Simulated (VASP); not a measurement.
# Hf3Si2F (P-6m2) in VASP: further runs

The runs below take Hf3Si2F through relaxation of cell and atoms, single point, with PBE.

Program: VASP 6.6.1. These are calculated values, not measurements. Logs are shortened: lines on timing, memory, paths and dates and some standing lists are left out, and cuts for length are marked.

### Step 1. The cell of the first run

The structure is hexagonal, space group P-6m2 (No. 187). The conventional cell has a = 4.503 Å, b = 4.503 Å, c = 5.896 Å, α = 90.00°, β = 90.00°, γ = 120.00°. Within 3.4 Å of Hf (site symmetry -6m2) lie 3 Hf at 2.60 Å and 6 Si at 2.89 Å and 2 F at 2.95 Å. Within 3.4 Å of Hf (site symmetry -6m2) lie 3 F at 2.60 Å and 2 Hf at 2.95 Å and 6 Si at 3.09 Å. Within 3.4 Å of Hf (site symmetry -6m2) lie 5 Hf at 2.60 to 2.95 Å and 6 Si at 2.89 Å. Within 3.4 Å of Si (site symmetry 3m) lie 2 Si at 2.55 to 3.35 Å and 9 Hf at 2.89 to 3.09 Å and 3 F at 3.09 Å. Within 3.4 Å of F (site symmetry -6m2) lie 5 Hf at 2.60 to 2.95 Å and 6 Si at 3.09 Å.

### Step 2. Relaxation of cell and atoms, PBE

Contents of INCAR:

```
PREC = Accurate ; ENCUT = 600
EDIFF = 1E-7 ; ISMEAR = 0
SIGMA = 0.1 ; LREAL = False
LASPH = True ; NELM = 100
ALGO = Normal ; ISIF = 3
LWAVE = False ; LCHARG = False
GGA = PE ; IBRION = 2
NSW = 90 ; EDIFFG = -0.04
```

Contents of KPOINTS:

```
regular mesh
0
Gamma
  6 6 4
```

Contents of POSCAR:

```
Hf3Si2F
1.0
    4.5026448535      0.0000000000      0.0000000000
   -2.2513224267      3.8994048273      0.0000000000
    0.0000000000      0.0000000000      5.8959954045
Hf Si F
3 2 1
Direct
    0.0000000000      0.0000000000      0.5000000000
    0.3333333333      0.6666666667      0.0000000000
    0.3333333333      0.6666666667      0.5000000000
    0.6666666667      0.3333333333      0.2839373660
    0.6666666667      0.3333333333      0.7160626340
    0.0000000000      0.0000000000      0.0000000000
```

Potentials or basis: VASP PAW PBE potentials, release 64 (Hf_pv, Si, F).

Started as:

```console
$ cat potpaw_PBE.64/Hf_pv/POTCAR potpaw_PBE.64/Si/POTCAR potpaw_PBE.64/F/POTCAR > POTCAR
$ mpirun -np 1 vasp_std > vasp.out
```

OUTCAR:

```text
PREC = Accurate
   ENCUT = 600
   EDIFF = 1E-7
   ISMEAR = 0
   LREAL = False
   LASPH = True
   NELM = 100
   ISIF = 3
   GGA = PE
   IBRION = 2
   NSW = 90
   EDIFFG = -0.04

 ion  position               nearest neighbor table
   1  0.000  0.000  0.500-   3 2.60   3 2.60   3 2.60   5 2.89   4 2.89   5 2.89   4 2.89   5 2.89
                             4 2.89
   2  0.333  0.667  0.000-   6 2.60   6 2.60   6 2.60   3 2.95   3 2.95   4 3.09   5 3.09   4 3.09
                             5 3.09   5 3.09   4 3.09
   3  0.333  0.667  0.500-   1 2.60   1 2.60   1 2.60   4 2.89   5 2.89   4 2.89   5 2.89   5 2.89
                             4 2.89   2 2.95   2 2.95
   4  0.667  0.333  0.284-   5 2.55   3 2.89   1 2.89   3 2.89   1 2.89   1 2.89   3 2.89   2 3.09
                             2 3.09   2 3.09
   5  0.667  0.333  0.716-   4 2.55   3 2.89   1 2.89   3 2.89   1 2.89   1 2.89   3 2.89   2 3.09
                             2 3.09   2 3.09
   6  0.000  0.000  0.000-   2 2.60   2 2.60   2 2.60

  LATTYP: Found a hexagonal cell.
 ALAT       =     4.5026448535
 C/A-ratio  =     1.3094515771

  Lattice vectors:

 A1 = (   4.5026448535,   0.0000000000,   0.0000000000)
 A2 = (  -2.2513224267,   3.8994048273,   0.0000000000)
 A3 = (   0.0000000000,   0.0000000000,   5.8959954045)

Analysis of symmetry for initial positions (statically):
=====================================================================
 Subroutine PRICEL returns:
 Original cell was already a primitive cell.

 Routine SETGRP: Setting up the symmetry group for a
 hexagonal supercell.

 Subroutine GETGRP returns: Found 12 space group operations
 (whereof 12 operations were pure point group operations)
 out of a pool of 24 trial point group operations.

The static configuration has the point symmetry D_3h.

Analysis of symmetry for dynamics (positions and initial velocities):
=====================================================================
 Subroutine PRICEL returns:
 Original cell was already a primitive cell.

 Routine SETGRP: Setting up the symmetry group for a
 hexagonal supercell.

 Subroutine GETGRP returns: Found 12 space group operations
 (whereof 12 operations were pure point group operations)
 out of a pool of 24 trial point group operations.

The dynamic configuration has the point symmetry D_3h.

 Subroutine INISYM returns: Found 12 space group operations
 (whereof 12 operations are pure point group operations),
 and found     1 'primitive' translations

[... 88 lines left out ...]
 SYSTEM =  unknown system
   PREC   = accura    normal or accurate (medium, high low for compatibility)
   ISTART =      0    job   : 0-new  1-cont  2-samecut
   ICHARG =      2    charge: 1-file 2-atom 10-const
   ISPIN  =      1    spin polarized calculation?
   LNONCOLLINEAR =      F non collinear calculations
   LSORBIT =      F    spin-orbit coupling
   LASPH  =      T    aspherical Exc in radial PAW
   ENCUT  =  600.0 eV  44.10 Ry    6.64 a.u.   8.99  8.99 11.78*2*pi/ulx,y,z
   NELM   =    100;   NELMIN=  2; NELMDL= -5     # of ELM steps
   EDIFF  = 0.1E-06   stopping-criterion for ELM
   LREAL  =      F    real-space projection
   EDIFFG = -.4E-01   stopping-criterion for IOM
   NSW    =     90    number of steps for IOM
   IBRION =      2    ionic relax: 0-MD 1-quasi-New 2-CG
   NFREE  =      1    steps in history (QN), initial steepest desc. (CG)
   ISIF   =      3    stress and relaxation
   ISYM   =      2    0-nonsym 1-usesym 2-fastsym
   POTIM  = 0.5000    time-step for ionic-motion
   TEBEG  =    0.0;   TEEND  =   0.0 temperature during run
   PSTRESS=    0.0 pullay stress
   NELECT =      45.0000    total number of electrons
   NUPDOWN=      -1.0000    fix difference up-down
   EMIN   =  10.00;   EMAX   =-10.00  energy-range for DOS
   EFERMI =   0.00;   METHOD = LEGACY
   ISMEAR =     0;   SIGMA  =   0.10  broadening in eV -4-tet -1-fermi 0-gaus
   EFERMI_NEDOS =   21; number of points for ismear=-14 and -15
   IALGO  =     38    algorithm
   IMIX   =      4    mixing-type and parameters
     AMIX     =   0.40;   BMIX     =  1.00
     AMIX_MAG =   1.60;   BMIX_MAG =  1.00
  volume/ion in A,a.u.               =      17.25       116.43
  Fermi-wavevector in a.u.,A,eV,Ry     =   1.240142  2.343528 20.925097  1.537951
  Thomas-Fermi vector in A             =   2.374595
   LORBIT       =      0    0 simple, 1 ext, 2 COOP (PROOUT), +10 PAW based schemes
   GGA     = PE    functional components
   LHFCALC =     F    Hartree Fock is set to
   AEXX    =    0.0000 exact exchange contribution
   IVDW    =     0    specifies the selected vdW correction
   LEPSILON=     F    determine dielectric tensor
   LRPA    =     F    only Hartree local field effects (RPA)
 conjugate gradient relaxation of ions
 non-spin polarized calculation
 Gauss-broadening in eV      SIGMA  =   0.10
  energy-cutoff  :      600.00
  volume of cell :      103.52
 maximum number of plane-waves:      3483
 NGX is ok and might be reduce to    36
   NGX = 17   NGY = 17   NGZ = 23

--------------------------------------- Ionic step        1  -------------------------------------------

 number of electron      44.9999996 magnetization

 Free energy of the ion-electron system (eV)
  ---------------------------------------------------
  ext. energy  EPLUGINS =         0.00000000
  ---------------------------------------------------
  free energy    TOTEN  =       -44.93285141 eV

  energy without entropy =      -44.91250907  energy(sigma->0) =      -44.92268024

------------------------ aborting loop because EDIFF is reached ----------------------------------------

  FORCE on cell =-STRESS in cart. coord.  units (eV):
  Direction    XX          YY          ZZ          XY          YZ          ZX
  --------------------------------------------------------------------------------------
  -------------------------------------------------------------------------------------
  Total        0.6680066      0.6680066     -1.3340607      0.0000000      0.0000000     -0.0000000
  in kB       10.3387528     10.3387528    -20.6472888      0.0000000      0.0000000     -0.0000000
  external PRESSURE =       0.0100723 kB  Pullay stress =       0.0000000 kB
[... 187 lines left out ...]
--------------------------------------- Ionic step        6  -------------------------------------------

 number of electron      45.0000001 magnetization

 Free energy of the ion-electron system (eV)
  ---------------------------------------------------
  ext. energy  EPLUGINS =         0.00000000
  ---------------------------------------------------
  free energy    TOTEN  =       -44.95576037 eV

  energy without entropy =      -44.92882142  energy(sigma->0) =      -44.94229089

 E-fermi :   6.3186     XC(G=0): -11.1984

 val. band max:        6.3080935143   @ k =   0.1667  -0.0000   0.5000
 cond. band min:       6.3351164848   @ k =   0.3333   0.3333   0.0000
 fundamental gap:      0.0270229705
 Fermi energy:         6.3186355110

 k-point     1 :       0.0000    0.0000    0.0000
  band No.  band energies     occupation
      1     -25.6650      2.00000
      2     -25.6650      2.00000
      3     -25.4936      2.00000
      4     -24.8948      2.00000
      5     -24.8948      2.00000
      6     -24.5794      2.00000
[... 652 lines left out ...]
  FREE ENERGIE OF THE ION-ELECTRON SYSTEM (eV)
  ---------------------------------------------------
  free  energy   TOTEN  =       -44.9557603657 eV

  energy  without entropy=      -44.9288214223  energy(sigma->0) =      -44.94229089

 reached required accuracy - stopping structural energy minimisation
```

CONTCAR:

```text
Hf3Si2F
   1.00000000000000
     4.5449760490545232    0.0000000000005405   -0.0000000000000000
    -2.2724880244763237    3.9360647180211017    0.0000000000000000
    -0.0000000000000000    0.0000000000000000    5.7630162262530797
  Hf              Si              F
     3     2     1
Direct
     0.0000000000000000    0.0000000000000000    0.5000000000000000
     0.3333333332999970    0.6666666667000030    0.0000000000000000
     0.3333333332999970    0.6666666667000030    0.5000000000000000
     0.6666666667000030    0.3333333332999970    0.2806625246488146
     0.6666666667000030    0.3333333332999970    0.7193374753511853
     1.0000000000000000    1.0000000000000000    0.0000000000000000

  0.00000000E+00  0.00000000E+00  0.00000000E+00
  0.00000000E+00  0.00000000E+00  0.00000000E+00
  0.00000000E+00  0.00000000E+00  0.00000000E+00
  0.00000000E+00  0.00000000E+00  0.00000000E+00
  0.00000000E+00  0.00000000E+00  0.00000000E+00
  0.00000000E+00  0.00000000E+00  0.00000000E+00
```

It took 6.4 min on 1 thread of Intel Xeon Platinum 8488C (Sapphire Rapids), shared host; peak memory 0.29 GiB.

What came out:

```
Free energy                            : -44.9558 eV
Relaxed volume                         : 17.18 Å³/atom
Relaxed cell                           : a = 4.545 Å, b = 4.545 Å, c = 5.763 Å, α = 90.00°, β = 90.00°, γ = 120.00°
Space group after relaxing (to 0.05 Å) : P-6m2 (No. 187)
Energy gained by relaxing              : 3.8 meV/atom
Ionic steps                            : 6
Pressure after relaxing                : 0.0 GPa
Largest force after relaxing           : 0.006 eV/Å
```

Forces in eV/Å, atoms in the order of the input:
```
Hf   0.000  0.000  0.000
Hf   0.000  0.000  0.000
Hf   0.000  0.000  0.000
Si   0.000  0.000  0.006
Si   0.000  0.000 -0.006
F    0.000  0.000  0.000
```

Step by step:
```csv
step,energy change (eV),largest force (eV/Å),pressure (GPa),volume (Å³)
1,0.0000,0.0487,0.00,103.52
2,-0.0163,0.0642,-0.15,103.51
3,-0.0212,0.1013,-0.24,103.49
4,-0.0223,0.0701,0.16,103.04
5,-0.0224,0.0625,0.26,102.93
6,-0.0229,0.0062,-0.03,103.10
```

Final structure:
```yaml
crystal:
  lattice:
    - [4.54498, 0.00000, 0.00000]
    - [-2.27249, 3.93606, 0.00000]
    - [0.00000, 0.00000, 5.76302]
  atoms:
    - { symbol: Hf, position: [0.00000, 0.00000, 0.50000] }
    - { symbol: Hf, position: [0.33333, 0.66667, 0.00000] }
    - { symbol: Hf, position: [0.33333, 0.66667, 0.50000] }
    - { symbol: Si, position: [0.66667, 0.33333, 0.28066] }
    - { symbol: Si, position: [0.66667, 0.33333, 0.71934] }
    - { symbol: F, position: [0.00000, 0.00000, 0.00000] }
```

Caveat: spin-orbit coupling is left out, which moves the levels of the heavy elements; an odd number of electrons without spin polarisation forces a metal; a magnetic or distorted state may lie lower.

### Step 3. Single point, PBE

Contents of INCAR:

```
PREC = Accurate ; ENCUT = 520
EDIFF = 1E-6 ; ISMEAR = 0
SIGMA = 0.1 ; LREAL = False
LASPH = True ; NELM = 100
ALGO = Normal ; ISIF = 2
LWAVE = False ; LCHARG = False
GGA = PE ; NBANDS = 32
```

Contents of KPOINTS:

```
regular mesh
0
Gamma
  12 12 8
```

Contents of POSCAR:

```
Hf3Si2F
1.0
    4.5411055463      0.0000000000      0.0000000000
   -2.2705527731      3.9327127643      0.0000000000
    0.0000000000      0.0000000000      5.7900590288
Hf Si F
3 2 1
Direct
    0.0000000000      0.0000000000      0.5000000000
    0.3333333333      0.6666666667      0.0000000000
    0.3333333333      0.6666666667      0.5000000000
    0.6666666667      0.3333333333      0.2794774863
    0.6666666667      0.3333333333      0.7205225137
    0.0000000000      0.0000000000      0.0000000000
```

Potentials or basis: VASP PAW PBE potentials, release 64 (Hf_pv, Si, F).

Started as:

```console
$ cat potpaw_PBE.64/Hf_pv/POTCAR potpaw_PBE.64/Si/POTCAR potpaw_PBE.64/F/POTCAR > POTCAR
$ mpirun -np 1 vasp_std > vasp.out
```

Wall time 9.2 min (1 thread of Intel Xeon Platinum 8488C (Sapphire Rapids), shared host); peak memory 0.43 GiB.

Results (log left out):

| Property | Result |
| --- | --- |
| Free energy | -44.9745 eV |
| Pressure | -0.5 GPa |
| Largest force | 0.022 eV/Å |

Forces in eV/Å, atoms in the order of the input:
```
Hf   0.000  0.000  0.000
Hf   0.000  0.000  0.000
Hf   0.000  0.000  0.000
Si   0.000  0.000 -0.022
Si   0.000  0.000  0.022
F    0.000  0.000  0.000
```

Stress tensor (GPa, compression positive):
```
-0.57  0.00  0.00
 0.00 -0.57  0.00
 0.00  0.00 -0.47
```

Levels at points of the mesh, in eV from the Fermi level:
| k point | band 21 | band 22 | band 23 | band 24 | band 25 | band 26 |
| --- | --- | --- | --- | --- | --- | --- |
| (0.00, 0.00, 0.00) | -1.99 | -0.57 | -0.57 | 1.19 | 1.19 | 1.53 |
| (0.50, 0.00, 0.00) | -1.60 | -1.01 | 0.31 | 0.42 | 1.77 | 1.78 |
| (0.00, 0.00, 0.50) | -0.64 | -0.64 | -0.53 | 0.19 | 0.19 | 1.12 |
| (0.50, 0.00, 0.50) | -1.10 | -0.66 | -0.53 | 0.51 | 1.13 | 1.49 |

Caveat: spin-orbit coupling is left out, which moves the levels of the heavy elements; an odd number of electrons without spin polarisation forces a metal; a magnetic or distorted state may lie lower.
